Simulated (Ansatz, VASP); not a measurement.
This is a calculation of Tl for VASP 6.6.1.

File INCAR:

```
SYSTEM = Tl
ALGO = Fast ; EDIFF = 1E-6
ENCUT = 520 ; GGA = PS
ISIF = 2 ; ISMEAR = -1
LASPH = .True. ; LCHARG = .False.
LREAL = .False. ; LWAVE = .False.
NBANDS = 20 ; NELM = 80
PREC = Accurate ; SIGMA = 0.05
```

Contents of KPOINTS:

```
k-points
0
Gamma
  9 9 5
  0 0 0
```

Contents of POSCAR:

```
Tl
1.0
    3.4788880842      0.0000000000      0.0000000000
   -1.7394440421      3.0128054579      0.0000000000
    0.0000000000      0.0000000000      5.5615904703
Tl
2
Direct
    0.6666666667      0.3333333333      0.7500000000
    0.3333333333      0.6666666667      0.2500000000
```

Potentials or basis: VASP PAW PBE potentials, release 64 (Tl_d).

The run is started by

```console
$ cat potpaw_PBE.64/Tl_d/POTCAR > POTCAR
$ mpirun -np 1 vasp_std > vasp.out
```

Question: Set up the same calculation for Ansatz 0.2.0. Potentials there: Ansatz PAW.

Answer: As run (the cutoff follows the program's own potentials):

input.yaml

```yaml
crystal:
  lattice:
    - [3.4788880842, 0.0, 0.0]
    - [-1.7394440421, 3.0128054579, 0.0]
    - [0.0, 0.0, 5.5615904703]
  atoms:
    - { symbol: Tl, position: [0.6666666667, 0.3333333333, 0.75] }
    - { symbol: Tl, position: [0.3333333333, 0.6666666667, 0.25] }
hamiltonian:
  xc: pbesol
  pseudopotentials: { kind: paw }
kpoints:
  mp_grid: { grid: [9, 9, 5] }
scf:
  occupations: { method: fermi_dirac, width: 0.05 }
output:
  forces: true
  stress: true
  eigenvalues: true
```

Potentials or basis: Ansatz PAW.

Launch:

```bash
$ ansatz run input.yaml --threads 1 --pin off --max-ram 3584MiB --backend cpu --events-out ev --progress --plain --runs-dir out
```

Both were run:

|  | VASP | Ansatz | Ansatz less VASP |
| --- | --- | --- | --- |
| gap on the k mesh at the Fermi level (eV) | none | none | - |
| pressure (GPa) | -0.5 | -0.5 | +0.06 |
| traceless stress, the component that is largest in VASP (GPa) | 0.75 | 0.75 | +0.006 |

VASP's potentials were made for PBE, not for PBEsol. A gap of «none» marks a metal or a gap that the smearing closes. With one functional, cell and mesh, what is left measures potentials, basis and numerics.

Neither program's run includes spin-orbit coupling.
